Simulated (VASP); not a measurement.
NaH:

```
CELL_PARAMETERS angstrom
0.00000 2.39751 2.39751
2.39751 0.00000 2.39751
2.39751 2.39751 0.00000
ATOMIC_POSITIONS crystal
Na 0.00000 0.00000 0.00000
H 0.50000 0.50000 0.50000
```

Base run:

- Program: VASP 6.6.1
- Functional: r2SCAN
- Potentials or basis: VASP PAW PBE potentials, release 64 (Na_pv, H)
- Cutoff: 520 eV
- k mesh: 10 × 10 × 10
- Occupations: gaussian, width 0.01 eV
- Spin: no spin polarisation

Its results: band gap on the k mesh 4.43 eV (least direct gap 5.26 eV); pressure -0.3 GPa.

Question: The run is repeated on the same cell with these changes: functional from r2SCAN to PBE; occupations from gaussian, width 0.01 eV to fermi-dirac, width 0.02 eV. What comes out?

Answer: Band gap on the k mesh 3.82 eV (least direct gap 4.67 eV); pressure 0.5 GPa.

Caveats: the PAW data sets were made with another functional, which shifts forces and pressure a little (at least some runs).

A k mesh can miss the band edges.
